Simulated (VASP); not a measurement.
**Nb3N: relaxation of the atoms with PBE**

System: Nb3N, a slab with vacuum.

```
Nb N
1.0
     2.98290    0.00000    0.00000
     0.00000    2.98290    0.00000
     0.00000    0.00000   19.74469
Nb N
3 1
Cartesian
  1.4915 1.4915 4.0000
  0.0000 0.0000 6.1223
  1.4915 1.4915 8.2447
  2.9829 2.9829 8.7847
```

| Quantity | Value |
| --- | --- |
| Program | VASP 6.6.1 |
| Task | relaxation of the atoms |
| Functional | PBE |
| Potentials or basis | VASP PAW PBE potentials, release 64 (Nb_sv, N) |
| Cutoff | 520 eV |
| k mesh | 9 × 9 × 1 |
| Occupations | gaussian, width 0.1 eV |
| Spin | no spin polarisation |
| Dipole correction | yes |
| Atoms held fixed (from 0) | [0, 1, 2] |
| Further INCAR settings | ALGO = Normal; EDIFF = 1e-06; IBRION = 2; EDIFFG = -0.025; NSW = 36 |
| Atoms held along some axes (from 0) | atom 3 along a and b |

```json
{"Energy gained by relaxing": "56.8 meV/atom", "Ionic steps": "4", "Band gap on the k mesh": "zero (bands 22 and 23 overlap by 0.31 eV)"}
```

Step by step:
| step | energy change (eV) | largest force on free atoms (eV/Å) | pressure (GPa) |
| --- | --- | --- | --- |
| 1 | 0.0000 | 1.7483 | -3.77 |
| 2 | -0.1208 | 1.1341 | -3.28 |
| 3 | -0.2243 | 0.1784 | -1.96 |
| 4 | -0.2271 | 0.0067 | -2.15 |

Final structure:
```
Nb N
1.0
     2.98290    0.00000    0.00000
     0.00000    2.98290    0.00000
     0.00000    0.00000   19.74469
Nb N
3 1
Direct
  0.50000 0.50000 0.20259
  0.00000 0.00000 0.31007
  0.50000 0.50000 0.41756
  0.00000 0.00000 0.43095
```

Levels at points of the mesh, in eV from the Fermi level:
```csv
k point,band 19,band 20,band 21,band 22,band 23,band 24,band 25,band 26
"(0.00, 0.00, 0.00)",-2.60,-2.37,-0.86,-0.57,0.17,0.17,0.36,1.77
```

Wall time 9.2 min on 1 thread of AMD EPYC 7R43 64-Core Processor (Zen 3) (shared host), peak memory 0.26 GiB.
